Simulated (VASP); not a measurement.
# C (P-1) in VASP: a series of runs

The runs below take C through single point, with PBE+D3(BJ).

All numbers are computed with VASP 6.6.1; they aren't measurements. Logs are shortened: lines on timing, memory, paths and dates and some standing lists are left out, and cuts for length are marked.

### Step 1. The cell of the first run

The typed cell holds 2 atoms: a = 2.465 Å, b = 2.465 Å, c = 3.572 Å, α = 90.00°, β = 90.00°, γ = 120.00°.

### Step 2. Single point, PBE+D3(BJ) (atoms displaced along several vibrational modes)

The input, INCAR:

```
ALGO = Normal ; EDIFF = 1E-7
ENCUT = 520 ; GGA = PE
ISIF = 2 ; ISMEAR = 0
IVDW = 12 ; LASPH = True
LCHARG = False ; LREAL = False
LWAVE = False ; NBANDS = 11
NELM = 60 ; PREC = Accurate
SIGMA = 0.15
```

The input, KPOINTS:

```
k-points
0
Gamma
  21 21 12
```

The input, POSCAR:

```
C
1.0
    2.4646600538      0.0000000000      0.0000000000
   -1.2323300269      2.1344582183      0.0000000000
    0.0000000000      0.0000000000      3.5719697732
C
2
Direct
    0.3089892053      0.6666666667     -0.0175533400
    0.6910107947      0.3333333333      0.0175533400
```

Potentials or basis: VASP PAW PBE potentials, release 64 (C).

Launch:

```sh
$ cat potpaw_PBE.64/C/POTCAR > POTCAR
$ mpirun -np 1 vasp_std > vasp.out
```

OUTCAR:

```text
EDIFF = 1E-7
   ENCUT = 520
   GGA = PE
   ISIF = 2
   ISMEAR = 0
   IVDW = 12
   LASPH = True
   LREAL = False
   NELM = 60
   PREC = Accurate
 IVDW          = 12

 ion  position               nearest neighbor table
   1  0.309  0.667  0.982-   2 1.33   2 1.43   2 1.53
   2  0.691  0.333  0.018-   1 1.33   1 1.43   1 1.53

  LATTYP: Found a hexagonal cell.
 ALAT       =     2.4646600538
 C/A-ratio  =     1.4492748270

  Lattice vectors:

 A1 = (   2.4646600538,   0.0000000000,   0.0000000000)
 A2 = (  -1.2323300269,   2.1344582183,   0.0000000000)
 A3 = (   0.0000000000,   0.0000000000,   3.5719697732)

Analysis of symmetry for initial positions (statically):
=====================================================================
 Subroutine PRICEL returns:
 Original cell was already a primitive cell.

 Routine SETGRP: Setting up the symmetry group for a
 hexagonal supercell.

 Subroutine GETGRP returns: Found  2 space group operations
 (whereof  2 operations were pure point group operations)
 out of a pool of 24 trial point group operations.

The static configuration has the point symmetry S_2 .

Analysis of symmetry for dynamics (positions and initial velocities):
=====================================================================
 Subroutine PRICEL returns:
 Original cell was already a primitive cell.

 Routine SETGRP: Setting up the symmetry group for a
 hexagonal supercell.

 Subroutine GETGRP returns: Found  2 space group operations
 (whereof  2 operations were pure point group operations)
 out of a pool of 24 trial point group operations.

The dynamic configuration has the point symmetry S_2 .

 Subroutine INISYM returns: Found  2 space group operations
 (whereof  2 operations are pure point group operations),
 and found     1 'primitive' translations

----------------------------------------------------------------------------------------

                                     Primitive cell

  volume of cell :      18.7911

  direct lattice vectors                    reciprocal lattice vectors
     2.464660054  0.000000000  0.000000000     0.405735468  0.234251482  0.000000000
    -1.232330027  2.134458218  0.000000000     0.000000000  0.468502963  0.000000000
     0.000000000  0.000000000  3.571969773     0.000000000  0.000000000  0.279957576

  length of vectors
     2.464660054  2.464660054  3.571969773     0.468502963  0.468502963  0.279957576

  position of ions in fractional coordinates (direct lattice)
     0.308989205  0.666666667  0.982446660
     0.691010795  0.333333333  0.017553340

  ion indices of the primitive-cell ions
   primitive index   ion index
                 1           1
                 2           2

----------------------------------------------------------------------------------------

 KPOINTS: k-points

Automatic generation of k-mesh.
 Grid dimensions read from file:
 generate k-points for:   21   21   12

 Generating k-lattice:

  Cartesian coordinates                     Fractional coordinates (reciprocal lattice)
     0.019320737  0.011154832  0.000000000     0.047619048  0.000000000  0.000000000
     0.000000000  0.022309665  0.000000000     0.000000000  0.047619048  0.000000000
     0.000000000  0.000000000  0.023329798     0.000000000  0.000000000  0.083333333

  Length of vectors
     0.022309665  0.022309665  0.023329798

  Shift w.r.t. Gamma in fractional coordinates (k-lattice)
     0.000000000  0.000000000  0.000000000

 Subroutine IBZKPT returns following result:
 ===========================================

 Found   2647 irreducible k-points:

 Following reciprocal coordinates:
            Coordinates               Weight
  0.000000  0.000000  0.000000      1.000000
  0.047619 -0.000000  0.000000      2.000000
  0.000000  0.047619  0.000000      2.000000
 -0.047619  0.047619  0.000000      2.000000
  0.095238 -0.000000  0.000000      2.000000
  0.000000  0.095238  0.000000      2.000000
[... 16 lines left out ...]
  0.380952 -0.000000  0.000000      2.000000
  0.000000  0.380952  0.000000      2.000000
 [... further k-points ...]
   k-points           NKPTS =   2647   k-points in BZ     NKDIM =   2647   number of bands    NBANDS=     11
   number of dos      NEDOS =    301   number of ions     NIONS =      2
   total plane-waves  NPLWV =   9072
   dimension x,y,z NGX =    18 NGY =   18 NGZ =   28
   dimension x,y,z NGXF=    36 NGYF=   36 NGZF=   56
   ions per type =               2
   NGX,Y,Z   is equivalent  to a cutoff of  12.14, 12.14, 13.03 a.u.
   NGXF,Y,Z  is equivalent  to a cutoff of  24.28, 24.28, 26.06 a.u.
 SYSTEM =  unknown system
   PREC   = accura    normal or accurate (medium, high low for compatibility)
   ISTART =      0    job   : 0-new  1-cont  2-samecut
   ICHARG =      2    charge: 1-file 2-atom 10-const
   ISPIN  =      1    spin polarized calculation?
   LNONCOLLINEAR =      F non collinear calculations
   LSORBIT =      F    spin-orbit coupling
   LASPH  =      T    aspherical Exc in radial PAW
   ENCUT  =  520.0 eV  38.22 Ry    6.18 a.u.   4.58  4.58  6.64*2*pi/ulx,y,z
   NELM   =     60;   NELMIN=  2; NELMDL= -5     # of ELM steps
   EDIFF  = 0.1E-06   stopping-criterion for ELM
   LREAL  =      F    real-space projection
   EDIFFG = 0.1E-05   stopping-criterion for IOM
   NSW    =      0    number of steps for IOM
   IBRION =     -1    ionic relax: 0-MD 1-quasi-New 2-CG
   NFREE  =      0    steps in history (QN), initial steepest desc. (CG)
   ISIF   =      2    stress and relaxation
   ISYM   =      2    0-nonsym 1-usesym 2-fastsym
   POTIM  = 0.5000    time-step for ionic-motion
   TEBEG  =    0.0;   TEEND  =   0.0 temperature during run
   PSTRESS=    0.0 pullay stress
   NELECT =       8.0000    total number of electrons
   NUPDOWN=      -1.0000    fix difference up-down
   EMIN   =  10.00;   EMAX   =-10.00  energy-range for DOS
   EFERMI =   0.00;   METHOD = LEGACY
   ISMEAR =     0;   SIGMA  =   0.15  broadening in eV -4-tet -1-fermi 0-gaus
   EFERMI_NEDOS =   21; number of points for ismear=-14 and -15
   IALGO  =     38    algorithm
   IMIX   =      4    mixing-type and parameters
     AMIX     =   0.40;   BMIX     =  1.00
     AMIX_MAG =   1.60;   BMIX_MAG =  1.00
  volume/ion in A,a.u.               =       9.40        63.40
  Fermi-wavevector in a.u.,A,eV,Ry     =   1.231556  2.327303 20.636352  1.516729
  Thomas-Fermi vector in A             =   2.366360
   LORBIT       =      0    0 simple, 1 ext, 2 COOP (PROOUT), +10 PAW based schemes
   GGA     = PE    functional components
   LHFCALC =     F    Hartree Fock is set to
   AEXX    =    0.0000 exact exchange contribution
   IVDW    =    12    specifies the selected vdW correction
   LEPSILON=     F    determine dielectric tensor
   LRPA    =     F    only Hartree local field effects (RPA)
 non-spin polarized calculation
 Gauss-broadening in eV      SIGMA  =   0.15
  energy-cutoff  :      520.00
  volume of cell :       18.79
 maximum number of plane-waves:       522
   NGX =  9   NGY =  9   NGZ = 13

 number of electron       7.9999998 magnetization

 Free energy of the ion-electron system (eV)
  ---------------------------------------------------
  ext. energy  EPLUGINS =         0.00000000
  ---------------------------------------------------
  free energy    TOTEN  =       -17.92059670 eV

  energy without entropy =      -17.92002656  energy(sigma->0) =      -17.92031163

 E-fermi :   3.9687     XC(G=0):  -9.8921

 val. band max:        3.8978461062   @ k =   0.3810   0.2381   0.4167
 cond. band min:       4.0084112638   @ k =   0.3333   0.2857   0.3333
 fundamental gap:      0.1105651575
 Fermi energy:         3.9686668650

 k-point     1 :       0.0000    0.0000    0.0000
  band No.  band energies     occupation
      1     -15.4359      2.00000
      2      -2.7037      2.00000
      3      -0.4211      2.00000
      4       3.1202      2.00000
      5       7.7088      0.00000
      6      10.1695      0.00000
      7      14.5544      0.00000
      8      16.0061      0.00000
      9      16.7888      0.00000
     10      26.2739      0.00000
     11      27.5757      0.00000

 k-point     2 :       0.0476   -0.0000    0.0000
  band No.  band energies     occupation
      1     -15.3829      2.00000
      2      -2.6411      2.00000
      3      -0.5836      2.00000
      4       2.9198      2.00000
      5       7.7690      0.00000
      6      10.4381      0.00000
      7      14.5035      0.00000
      8      15.8146      0.00000
      9      16.9181      0.00000
     10      26.4546      0.00000
     11      27.5700      0.00000

 k-point     3 :       0.0000    0.0476    0.0000
  band No.  band energies     occupation
      1     -15.3823      2.00000
      2      -2.6428      2.00000
      3      -0.5605      2.00000
      4       2.9122      2.00000
      5       7.7684      0.00000
      6      10.2632      0.00000
      7      14.7622      0.00000
      8      15.8368      0.00000
      9      16.8444      0.00000
     10      26.4304      0.00000
     11      27.4791      0.00000

 k-point     4 :      -0.0476    0.0476    0.0000
  band No.  band energies     occupation
      1     -15.3816      2.00000
      2      -2.6449      2.00000
      3      -0.5072      2.00000
      4       2.8110      2.00000
      5       7.7636      0.00000
      6      10.3269      0.00000
      7      14.7616      0.00000
      8      15.8617      0.00000
      9      16.8399      0.00000
     10      26.4278      0.00000
     11      27.4232      0.00000
[... 239 lines left out ...]
 k-point    22 :      -0.3333    0.3333    0.0000
  band No.  band energies     occupation
      1     -12.8373      2.00000
      2      -4.9497      2.00000
      3      -2.2171      2.00000
      4      -0.0459      2.00000
      5       9.4647      0.00000
      6      11.2577      0.00000
      7      11.9927      0.00000
      8      19.2805      0.00000
      9      21.6801      0.00000
     10      22.0165      0.00000
     11      24.4825      0.00000

 k-point    23 :       0.3810   -0.0000    0.0000
  band No.  band energies     occupation
      1     -12.1235      2.00000
      2      -7.1489      2.00000
      3      -1.0780      2.00000
      4       1.2200      2.00000
      5       7.4114      0.00000
      6      11.7891      0.00000
      7      12.4382      0.00000
      8      18.1762      0.00000
      9      20.7592      0.00000
     10      23.6717      0.00000
     11      26.6543      0.00000

 k-point    24 :       0.0000    0.3810    0.0000
  band No.  band energies     occupation
      1     -12.1012      2.00000
      2      -6.8199      2.00000
      3      -1.4705      2.00000
      4       0.9229      2.00000
      5       8.0719      0.00000
      6      10.8369      0.00000
      7      12.5051      0.00000
      8      18.4322      0.00000
      9      22.3137      0.00000
     10      22.6882      0.00000
     11      25.6000      0.00000

 [... further k-points ...]

------------------------ aborting loop because EDIFF is reached ----------------------------------------

 Edisp (eV)   -0.29056

 E8    (eV) :    -0.0817

  FORCE on cell =-STRESS in cart. coord.  units (eV):
  Direction    XX          YY          ZZ          XY          YZ          ZX
  --------------------------------------------------------------------------------------
  -------------------------------------------------------------------------------------
  Total       1.26625     0.93043    -0.26396     1.36263    -0.11422    -0.78333
  in kB     107.96325    79.33081   -22.50577   116.18121    -9.73892   -66.78855
  external pressure =       54.93 kB  Pullay stress =        0.00 kB

 VOLUME and BASIS-vectors are now :
 -----------------------------------------------------------------------------
  energy-cutoff  :      520.00
  volume of cell :       18.79
      direct lattice vectors                 reciprocal lattice vectors
     2.464660054  0.000000000  0.000000000     0.405735468  0.234251482  0.000000000
    -1.232330027  2.134458218  0.000000000     0.000000000  0.468502963  0.000000000
     0.000000000  0.000000000  3.571969773     0.000000000  0.000000000  0.279957576

 POSITION                                       TOTAL-FORCE (eV/Angst)
 -----------------------------------------------------------------------------------
     -0.06000      1.42297      3.50927         6.245477      0.910465      1.913364
      1.29233      0.71149      0.06270        -6.245477     -0.910465     -1.913364
 -----------------------------------------------------------------------------------
    total drift:                               -0.000000      0.000000     -0.000000

  FREE ENERGIE OF THE ION-ELECTRON SYSTEM (eV)
  ---------------------------------------------------
  free  energy   TOTEN  =       -18.2111521555 eV

  energy  without entropy=      -18.2105820082  energy(sigma->0) =      -18.21086708
```

Wall time 3.5 min (1 thread of Intel Xeon 6975P-C (Granite Rapids), shared host); peak memory 0.5 GiB.

Results:

```
Free energy                : -18.2112 eV
Pressure                   : 5.5 GPa
Largest force              : 6.595 eV/Å
Band gap on the k mesh     : zero (bands 4 and 5 overlap by 0.46 eV)
Dispersion energy per atom : -0.145 eV
```

Forces in eV/Å, atoms in the order of the input:
```
C    6.245  0.910  1.913
C   -6.245 -0.910 -1.913
```

Stress tensor (GPa, compression positive):
```
10.80 11.62 -6.68
11.62  7.93 -0.97
-6.68 -0.97 -2.25
```

Caveat: the cell differs from its parent crystal (atoms displaced along several vibrational modes); the stress differs along the axes, from -2 to 11 GPa; forces of over 1 eV/Å act on the atoms, so gaps and moduli don't describe the material at rest.

### Step 3. Single point, PBE+D3(BJ) (atoms displaced along several vibrational modes)

The input, INCAR:

```
SYSTEM = C
PREC = Accurate
ENCUT = 520
EDIFF = 1E-7
ISMEAR = 0
SIGMA = 0.15
LREAL = .FALSE.
LASPH = .TRUE.
NELM = 100
ALGO = Normal
ISIF = 2
LWAVE = .FALSE.
LCHARG = .FALSE.
GGA = PE
IVDW = 12
NBANDS = 11
```

The input, KPOINTS:

```
regular mesh
0
G
  21 21 12
  0 0 0
```

The input, POSCAR:

```
C
1.0
    2.4646600538      0.0000000000      0.0000000000
   -1.2323300269      2.1344582183      0.0000000000
    0.0000000000      0.0000000000      3.5719697732
C
2
Direct
    0.3252186240      0.6666666667     -0.0175533400
    0.6747813760      0.3333333333      0.0175533400
```

Potentials or basis: VASP PAW PBE potentials, release 64 (C).

Launch:

```sh
$ cat potpaw_PBE.64/C/POTCAR > POTCAR
$ mpirun -np 1 vasp_std > vasp.out
```

Wall time 3.2 min (1 thread of Intel Xeon 6975P-C (Granite Rapids), shared host); peak memory 0.5 GiB.

The run converged. Its results:

| Quantity | Value |
| --- | --- |
| Free energy | -18.5443 eV |
| Pressure | 0.2 GPa |
| Largest force | 2.955 eV/Å |
| Band gap on the k mesh | zero (bands 4 and 5 overlap by 0.40 eV) |
| Dispersion energy per atom | -0.145 eV |

Forces on the atoms (eV/Å):
```
C    2.094  0.100  2.083
C   -2.094 -0.100 -2.083
```

Stress tensor (GPa, compression positive):
```
 1.68  3.69 -2.24
 3.69  1.35 -0.11
-2.24 -0.11 -2.28
```

Levels at points of the mesh, in eV from the Fermi level:
| k point | band 1 | band 2 | band 3 | band 4 | band 5 | band 6 | band 7 | band 8 | band 9 |
| --- | --- | --- | --- | --- | --- | --- | --- | --- | --- |
| (0.00, 0.00, 0.00) | -19.53 | -6.78 | -3.44 | -2.26 | 3.58 | 7.57 | 9.10 | 11.79 | 12.42 |
| (0.00, 0.00, 0.50) | -19.35 | -8.24 | -3.42 | -2.23 | 7.62 | 9.15 | 9.27 | 10.46 | 12.74 |

Caveat: the cell differs from its parent crystal (atoms displaced along several vibrational modes); forces of over 1 eV/Å act on the atoms, so gaps and moduli don't describe the material at rest.

The gap in the log of VASP goes by the Fermi energy; the results here count the filled bands.